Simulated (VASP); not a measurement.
Al2O3:

```xyz
10
Lattice="2.4025 1.3871 4.3721 -2.4025 1.3871 4.3721 0.0000 -2.7742 4.3721" Properties=species:S:1:pos:R:3 pbc="T T T"
Al    0.0000    0.0000    8.4981
Al    0.0000    0.0000   11.1763
Al    0.0000    0.0000    1.9399
Al    0.0000    0.0000    4.6182
O     0.9315   -1.3871    5.4651
O     1.6670    0.1131    7.6511
O    -1.6670   -0.1131    5.4651
O     0.7355    1.5002    5.4651
O    -0.7355   -1.5002    7.6511
O    -0.9315    1.3871    7.6511
```

Base run:

```yaml
Program: VASP 6.6.1
Functional: PBEsol
Potentials_or_basis: VASP PAW PBE potentials, release 64 (Al, O)
Cutoff: 520 eV
k_mesh: 8 × 8 × 8
Occupations: fermi-dirac, width 0.02 eV
Spin: no spin polarisation
```

Its results: band gap on the k mesh 5.79 eV, direct; pressure -4.8 GPa; largest force 0.055 eV/Å.

Question: After a change of settings the same cell gave: band gap on the k mesh 6.78 eV, direct; pressure -7.5 GPa; largest force 0.037 eV/Å. Which change was it?
A. functional from PBEsol to PBE; further incar settings from ALGO = Normal; EDIFF = 1e-08; NBANDS = 35 to ALGO = Normal; EDIFF = 1e-06; NBANDS = 35
B. functional from PBEsol to LDA; potentials or basis from VASP PAW PBE potentials, release 64 (Al, O) to VASP PAW LDA potentials, release 64 (Al, O)
C. functional from PBEsol to PBE
D. functional from PBEsol to r2SCAN

Answer: D.

r2SCAN gives the wider gap, since meta-GGAs in the generalised Kohn-Sham scheme recover part of the derivative discontinuity.

Caveats: the PAW data sets were made with another functional, which shifts forces and pressure a little.
